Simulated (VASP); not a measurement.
# Sb (P-1) in VASP: a series of runs

Aim: see how the results for Sb move with the level of theory and the settings. Levels: revPBE+D4, PBE. Tasks: single point.

Everything below comes from runs of VASP 6.6.1. Logs are shortened: lines on timing, memory, paths and dates and some standing lists are left out, and cuts for length are marked.

**1. The cell of the first run**

The typed cell holds 2 atoms: a = 4.398 Å, b = 4.498 Å, c = 4.559 Å, α = 57.56°, β = 56.65°, γ = 59.03°.

**2. Single point, revPBE+D4 (the cell strained at random)**

INCAR

```
PREC = Accurate
ENCUT = 520
EDIFF = 1E-6
ISMEAR = 1
SIGMA = 0.1
LREAL = F
LASPH = T
NELM = 60
ALGO = Normal
ISIF = 2
LWAVE = F
LCHARG = F
GGA = RE
IVDW = 13
NBANDS = 12
```

KPOINTS

```
regular mesh
0
Gamma
  6 6 6
```

POSCAR

```
Sb
1.0
    2.1395640000      1.1216430000      3.6754680000
   -2.2430620000      1.1840230000      3.7141510000
    0.0022740000     -2.5534030000      3.7767990000
Sb
2
Direct
    0.7665100000      0.7665100000      0.7665100000
    0.2334900000      0.2334900000      0.2334900000
```

Potentials or basis: VASP PAW PBE potentials, release 64 (Sb).

Command:

```
> cat potpaw_PBE.64/Sb/POTCAR > POTCAR
> mpirun -np 1 vasp_std > vasp.out
```

OUTCAR:

```text
PREC = Accurate
   ENCUT = 520
   EDIFF = 1E-6
   ISMEAR = 1
   LREAL = F
   LASPH = T
   NELM = 60
   ISIF = 2
   GGA = RE
   IVDW = 13

 ion  position               nearest neighbor table
   1  0.767  0.767  0.767-   2 2.83   2 2.95   2 2.96   2 3.26   2 3.40   2 3.40
   2  0.233  0.233  0.233-   1 2.83   1 2.95   1 2.96   1 3.26   1 3.40   1 3.40

  LATTYP: Found a triclinic cell.
 ALAT       =     4.3982817268
 B/A-ratio  =     1.0365312193
 C/A-ratio  =     0.9965802302
 COS(alpha) =     0.0011584573
 COS(beta)  =     0.4753821425
 COS(gamma) =     0.5497006110

  Lattice vectors:

 A1 = (   2.1395640000,   1.1216430000,   3.6754680000)
 A2 = (   0.0022740000,  -2.5534030000,   3.7767990000)
 A3 = (   4.3826260000,  -0.0623800000,  -0.0386830000)

Analysis of symmetry for initial positions (statically):
=====================================================================
 Subroutine PRICEL returns:
 Original cell was already a primitive cell.

 Routine SETGRP: Setting up the symmetry group for a
 triclinic supercell.

 Subroutine GETGRP returns: Found  2 space group operations
 (whereof  2 operations were pure point group operations)
 out of a pool of  2 trial point group operations.

The static configuration has the point symmetry S_2 .

Analysis of symmetry for dynamics (positions and initial velocities):
=====================================================================
 Subroutine PRICEL returns:
 Original cell was already a primitive cell.

 Routine SETGRP: Setting up the symmetry group for a
 triclinic supercell.

 Subroutine GETGRP returns: Found  2 space group operations
 (whereof  2 operations were pure point group operations)
 out of a pool of  2 trial point group operations.

The dynamic configuration has the point symmetry S_2 .

 Subroutine INISYM returns: Found  2 space group operations
 (whereof  2 operations are pure point group operations),
 and found     1 'primitive' translations

----------------------------------------------------------------------------------------

                                     Primitive cell

  volume of cell :      60.4115

  direct lattice vectors                    reciprocal lattice vectors
     2.139564000  1.121643000  3.675468000     0.231008091  0.140371333  0.094762594
    -2.243062000  1.184023000  3.714151000    -0.225473216  0.133622696  0.090474849
     0.002274000 -2.553403000  3.776799000    -0.003077017 -0.268011407  0.083580266

[... 92 lines left out ...]
   TEBEG  =    0.0;   TEEND  =   0.0 temperature during run
   PSTRESS=    0.0 pullay stress
   NELECT =      10.0000    total number of electrons
   NUPDOWN=      -1.0000    fix difference up-down
   EMIN   =  10.00;   EMAX   =-10.00  energy-range for DOS
   EFERMI =   0.00;   METHOD = LEGACY
   ISMEAR =     1;   SIGMA  =   0.10  broadening in eV -4-tet -1-fermi 0-gaus
   EFERMI_NEDOS =   21; number of points for ismear=-14 and -15
   IALGO  =     38    algorithm
   IMIX   =      4    mixing-type and parameters
     AMIX     =   0.40;   BMIX     =  1.00
     AMIX_MAG =   1.60;   BMIX_MAG =  1.00
  volume/ion in A,a.u.               =      30.21       203.84
  Fermi-wavevector in a.u.,A,eV,Ry     =   0.898880  1.698637 10.993304  0.807985
  Thomas-Fermi vector in A             =   2.021644
   LORBIT       =      0    0 simple, 1 ext, 2 COOP (PROOUT), +10 PAW based schemes
   GGA     = RE    functional components
   LHFCALC =     F    Hartree Fock is set to
   AEXX    =    0.0000 exact exchange contribution
   IVDW    =    13    specifies the selected vdW correction
   LEPSILON=     F    determine dielectric tensor
   LRPA    =     F    only Hartree local field effects (RPA)
 non-spin polarized calculation
 Methfessel and Paxton  Order N= 1 SIGMA  =   0.10
  energy-cutoff  :      520.00
  volume of cell :       60.41
 maximum number of plane-waves:      1644
 NGX is ok and might be reduce to    36
   NGX = 17   NGY = 17   NGZ = 17

 number of electron      10.0000000 magnetization

 Free energy of the ion-electron system (eV)
  ---------------------------------------------------
  ext. energy  EPLUGINS =         0.00000000
  ---------------------------------------------------
  free energy    TOTEN  =        -7.58272984 eV

  energy without entropy =       -7.58277147  energy(sigma->0) =       -7.58274372

 E-fermi :   7.3604     XC(G=0):  -9.4791

 val. band max:        7.3324254856   @ k =   0.5000   0.5000   0.5000
 cond. band min:       7.4048434869   @ k =   0.1667   0.1667   0.3333
 fundamental gap:      0.0724180013
 Fermi energy:         7.3603820175

 k-point     1 :       0.0000    0.0000    0.0000
  band No.  band energies     occupation
      1      -5.3597      2.00000
      2       2.6160      2.00000
      3       5.0400      2.00000
      4       5.6082      2.00000
      5       5.7623      2.00000
      6       9.2848     -0.00000
      7       9.7078      0.00000
      8      10.5069      0.00000
      9      12.1723      0.00000
     10      12.6231      0.00000
     11      12.7390      0.00000
     12      13.8676      0.00000
[... 331 lines left out ...]
 k-point    24 :       0.5000    0.0000    0.1667
  band No.  band energies     occupation
      1      -3.1659      2.00000
      2      -1.6208      2.00000
      3       3.6727      2.00000
      4       4.7620      2.00000
      5       5.4262      2.00000
      6       8.5899     -0.00000
      7       9.0499     -0.00000
      8       9.9951      0.00000
      9      13.0957      0.00000
     10      15.6056      0.00000
     11      16.2337      0.00000
     12      16.5235      0.00000

 [... further k-points ...]

------------------------ aborting loop because EDIFF is reached ----------------------------------------

  DFT-D4 for vdW energy calculation

  Edisp (eV):   -1.61738

  FORCE on cell =-STRESS in cart. coord.  units (eV):
  Direction    XX          YY          ZZ          XY          YZ          ZX
  --------------------------------------------------------------------------------------
  -------------------------------------------------------------------------------------
  Total      -1.16674     0.76164    -0.15638     0.21012     1.32950     0.04857
  in kB     -30.94315    20.19964    -4.14745     5.57266    35.25968     1.28821
  external pressure =       -4.96 kB  Pullay stress =        0.00 kB

 VOLUME and BASIS-vectors are now :
 -----------------------------------------------------------------------------
  energy-cutoff  :      520.00
  volume of cell :       60.41
      direct lattice vectors                 reciprocal lattice vectors
     2.139564000  1.121643000  3.675468000     0.231008091  0.140371333  0.094762594
    -2.243062000  1.184023000  3.714151000    -0.225473216  0.133622696  0.090474849
     0.002274000 -2.553403000  3.776799000    -0.003077017 -0.268011407  0.083580266

 POSITION                                       TOTAL-FORCE (eV/Angst)
 -----------------------------------------------------------------------------------
     -0.07759     -0.18989      8.55917        -0.024807     -0.240901     -0.175046
     -0.02363     -0.05784      2.60725         0.024807      0.240901      0.175046
 -----------------------------------------------------------------------------------
    total drift:                                0.000000     -0.000000     -0.000000

  FREE ENERGIE OF THE ION-ELECTRON SYSTEM (eV)
  ---------------------------------------------------
  free  energy   TOTEN  =        -9.2001055698 eV

  energy  without entropy=       -9.2001472064  energy(sigma->0) =       -9.20011945
```

OSZICAR:

```text
N       E                     dE             d eps       ncg     rms          rms(c)
DAV:   1     0.349984127594E+02    0.34998E+02   -0.36372E+03  2688   0.661E+02
DAV:   2    -0.569348900271E+01   -0.40692E+02   -0.39190E+02  3524   0.106E+02
DAV:   3    -0.756049872087E+01   -0.18670E+01   -0.18544E+01  3252   0.254E+01
DAV:   4    -0.757715786370E+01   -0.16659E-01   -0.16650E-01  3164   0.287E+00
DAV:   5    -0.757736524561E+01   -0.20738E-03   -0.20738E-03  3268   0.352E-01    0.311E+00
DAV:   6    -0.758025716527E+01   -0.28919E-02   -0.27574E-03  3212   0.358E-01    0.188E+00
DAV:   7    -0.758246196200E+01   -0.22048E-02   -0.73690E-03  3116   0.571E-01    0.833E-02
DAV:   8    -0.758268175708E+01   -0.21980E-03   -0.33189E-04  3304   0.112E-01    0.254E-02
DAV:   9    -0.758272607942E+01   -0.44322E-04   -0.54286E-05  3100   0.437E-02    0.853E-03
DAV:  10    -0.758272927160E+01   -0.31922E-05   -0.42850E-06  3288   0.121E-02    0.229E-03
DAV:  11    -0.758272983642E+01   -0.56482E-06   -0.88183E-07  2624   0.541E-03
   1 F= -.92001056E+01 E0= -.92001194E+01  d E =0.416366E-04
```

It took 26 s on 1 thread of Intel Xeon 6975P-C (Granite Rapids), shared host; peak memory 0.23 GiB.

Results:

```yaml
Free_energy: -9.2001 eV
Pressure: -0.5 GPa
Largest_force: 0.299 eV/Å
Band_gap_on_the_k_mesh: zero (band 5 reaches 7.45 eV, above the bottom of band 6 at 7.04 eV)
Dispersion_energy_per_atom: -0.809 eV
```

Forces on the atoms (eV/Å):
```
Sb  -0.025 -0.241 -0.175
Sb   0.025  0.241  0.175
```

Caveat: the cell differs from its parent crystal (the cell strained at random); the PAW data sets were made with another functional, which shifts forces and pressure a little; spin-orbit coupling is left out, which moves the levels of the heavy elements; pairwise dispersion overbinds metals, which lowers pressure and volume.

**3. Single point, PBE**

INCAR

```
SYSTEM = Sb
PREC = Accurate
ENCUT = 520
EDIFF = 1E-6
ISMEAR = -1
SIGMA = 0.05
LREAL = .FALSE.
LASPH = .TRUE.
NELM = 100
ALGO = Normal
ISIF = 2
LWAVE = .FALSE.
LCHARG = .FALSE.
GGA = PE
NBANDS = 12
```

KPOINTS

```
Automatic mesh
0
G
  8 8 8
  0 0 0
```

POSCAR

```
Sb
1.0
    2.1293254410      1.2006439499      3.7580000000
   -2.1790745590      1.2868119499      3.7580000000
    0.0497491180     -2.4874558998      3.7580000000
Sb
2
Direct
    0.7672405606      0.7633953907      0.7640988789
    0.2327594394      0.2366046093      0.2359011211
```

Potentials or basis: VASP PAW PBE potentials, release 64 (Sb).

Command:

```
> cat potpaw_PBE.64/Sb/POTCAR > POTCAR
> mpirun -np 1 vasp_std > vasp.out
```

OUTCAR:

```text
SYSTEM = Sb
   PREC = Accurate
   ENCUT = 520
   EDIFF = 1E-6
   ISMEAR = -1
   LREAL = .FALSE.
   LASPH = .TRUE.
   NELM = 100
   ISIF = 2
   GGA = PE

 ion  position               nearest neighbor table
   1  0.767  0.763  0.764-   2 2.91   2 2.92   2 2.95   2 3.29   2 3.34   2 3.37
   2  0.233  0.237  0.236-   1 2.91   1 2.92   1 2.95   1 3.29   1 3.34   1 3.37

  LATTYP: Found a triclinic cell.
 ALAT       =     7.5919864563
 B/A-ratio  =     0.5773502692
 C/A-ratio  =     0.5905034965
 COS(alpha) =     0.0109075875
 COS(beta)  =     0.2727987644
 COS(gamma) =     0.8756868567

  Lattice vectors:

 A1 = (  -6.5372236770,   3.8604358497,   0.0000000000)
 A2 = (  -2.2288236770,   3.7742678497,   0.0000000000)
 A3 = (  -2.1293254410,  -1.2006439499,  -3.7580000000)

Analysis of symmetry for initial positions (statically):
=====================================================================
 Subroutine PRICEL returns:
 Original cell was already a primitive cell.

 Routine SETGRP: Setting up the symmetry group for a
 triclinic supercell.

 Subroutine GETGRP returns: Found  2 space group operations
 (whereof  2 operations were pure point group operations)
 out of a pool of  2 trial point group operations.

The static configuration has the point symmetry S_2 .

Analysis of symmetry for dynamics (positions and initial velocities):
=====================================================================
 Subroutine PRICEL returns:
 Original cell was already a primitive cell.

 Routine SETGRP: Setting up the symmetry group for a
 triclinic supercell.

 Subroutine GETGRP returns: Found  2 space group operations
 (whereof  2 operations were pure point group operations)
 out of a pool of  2 trial point group operations.

The dynamic configuration has the point symmetry S_2 .

 Subroutine INISYM returns: Found  2 space group operations
 (whereof  2 operations are pure point group operations),
 and found     1 'primitive' translations
[... 121 lines left out ...]
   LHFCALC =     F    Hartree Fock is set to
   AEXX    =    0.0000 exact exchange contribution
   IVDW    =     0    specifies the selected vdW correction
   LEPSILON=     F    determine dielectric tensor
   LRPA    =     F    only Hartree local field effects (RPA)
 non-spin polarized calculation
  energy-cutoff  :      520.00
  volume of cell :       60.39
 maximum number of plane-waves:      1641
 NGX is ok and might be reduce to    36
   NGX = 17   NGY = 17   NGZ = 17

 number of electron      10.0000000 magnetization

 Free energy of the ion-electron system (eV)
  ---------------------------------------------------
  ext. energy  EPLUGINS =         0.00000000
  ---------------------------------------------------
  free energy    TOTEN  =        -8.25232330 eV

  energy without entropy =       -8.24944417  energy(sigma->0) =       -8.25088373

 E-fermi :   7.3224     XC(G=0):  -9.5389

 val. band max:        7.3135813442   @ k =  -0.3750   0.5000   0.3750
 cond. band min:       7.3427063884   @ k =   0.0000   0.5000  -0.0000
 fundamental gap:      0.0291250442
 Fermi energy:         7.3224484268

 k-point     1 :       0.0000    0.0000    0.0000
  band No.  band energies     occupation
      1      -5.4112      2.00000
      2       2.4640      2.00000
      3       5.0671      2.00000
      4       5.4872      2.00000
      5       5.6612      2.00000
      6       9.3942      0.00000
      7       9.9612      0.00000
      8      10.1701      0.00000
      9      12.0842      0.00000
     10      12.3928      0.00000
     11      12.6194      0.00000
     12      13.8964      0.00000
[... 331 lines left out ...]
 k-point    24 :       0.2500    0.3750   -0.0000
  band No.  band energies     occupation
      1      -4.0180      2.00000
      2      -0.2864      2.00000
      3       3.4553      2.00000
      4       4.2380      2.00000
      5       4.5741      2.00000
      6       9.7887      0.00000
      7      10.6857      0.00000
      8      10.7524      0.00000
      9      11.5865      0.00000
     10      15.4212      0.00000
     11      15.5913      0.00000
     12      16.3628      0.00000

 [... further k-points ...]

------------------------ aborting loop because EDIFF is reached ----------------------------------------

  FORCE on cell =-STRESS in cart. coord.  units (eV):
  Direction    XX          YY          ZZ          XY          YZ          ZX
  --------------------------------------------------------------------------------------
  -------------------------------------------------------------------------------------
  Total        0.9676242      0.9416446      0.6722744      0.4798743     -0.0041876     -0.3666102
  in kB       25.6727043     24.9834208     17.8365748     12.7318753     -0.1111044     -9.7267869
  external PRESSURE =      22.8309000 kB  Pullay stress =       0.0000000 kB

 VOLUME and BASIS-vectors are now :
 -----------------------------------------------------------------------------
  energy-cutoff  :      520.00
  volume of cell :       60.39
      direct lattice vectors                 reciprocal lattice vectors
     2.129325441  1.200643950  3.758000000     0.234878792  0.138703302  0.088699663
    -2.179074559  1.286811950  3.758000000    -0.229516418  0.129415397  0.088699663
     0.049749118 -2.487455900  3.758000000    -0.005362374 -0.268118699  0.088699663

 POSITION                                       TOTAL-FORCE (eV/Angst)
 -----------------------------------------------------------------------------------
      0.00822      0.00287      8.62361         0.009963     -0.002489     -0.024659
     -0.00822     -0.00287      2.65039        -0.009963      0.002489      0.024659
 -----------------------------------------------------------------------------------
    total drift:                                0.000000      0.000000     -0.000000

  FREE ENERGIE OF THE ION-ELECTRON SYSTEM (eV)
  ---------------------------------------------------
  free  energy   TOTEN  =        -8.2523232980 eV

  energy  without entropy=       -8.2494441717  energy(sigma->0) =       -8.25088373
```

Run time: 1.9 min. Hardware: 1 thread of Intel Xeon Platinum 8259CL at 2.50GHz (Skylake/Cascade Lake), shared host; peak memory 0.31 GiB.

Results:

- Free energy: -8.2523 eV
- Pressure: 2.3 GPa
- Largest force: 0.027 eV/Å
- Band gap on the k mesh: zero (band 5 reaches 7.55 eV, above the bottom of band 6 at 6.84 eV)

Forces in eV/Å, atoms in the order of the input:
```
Sb   0.010 -0.002 -0.025
Sb  -0.010  0.002  0.025
```

Stress tensor (GPa, compression positive):
```
 2.57  1.27 -0.97
 1.27  2.50 -0.01
-0.97 -0.01  1.78
```

Levels at points of the mesh, in eV from the Fermi level:
| k point | band 1 | band 2 | band 3 | band 4 | band 5 | band 6 | band 7 | band 8 | band 9 | band 10 |
| --- | --- | --- | --- | --- | --- | --- | --- | --- | --- | --- |
| (0.00, 0.00, 0.00) | -12.73 | -4.86 | -2.26 | -1.84 | -1.66 | 2.07 | 2.64 | 2.85 | 4.76 | 5.07 |
| (0.50, 0.00, 0.00) | -10.28 | -9.62 | -2.04 | -1.74 | -0.56 | -0.49 | 0.09 | 0.19 | 7.61 | 8.25 |
| (0.00, 0.50, 0.00) | -10.43 | -9.73 | -1.86 | -1.69 | -0.19 | 0.02 | 0.10 | 0.51 | 7.47 | 7.98 |
| (0.50, 0.50, 0.00) | -10.36 | -8.00 | -5.51 | -3.91 | -3.59 | 1.57 | 4.75 | 5.49 | 6.85 | 8.61 |
| (0.00, 0.00, 0.50) | -10.33 | -9.70 | -1.86 | -1.82 | -0.34 | -0.22 | 0.06 | 0.35 | 7.54 | 8.09 |
| (0.50, 0.00, 0.50) | -10.50 | -7.88 | -5.48 | -3.95 | -3.47 | 1.64 | 4.87 | 5.55 | 6.72 | 8.70 |
| (0.00, 0.50, 0.50) | -10.23 | -8.08 | -5.58 | -3.88 | -3.69 | 1.48 | 4.82 | 5.31 | 7.00 | 8.56 |
| (0.50, 0.50, 0.50) | -11.13 | -9.13 | -1.40 | -1.15 | -0.52 | 0.02 | 0.18 | 1.05 | 7.03 | 8.38 |

Caveat: spin-orbit coupling is left out, which moves the levels of the heavy elements.
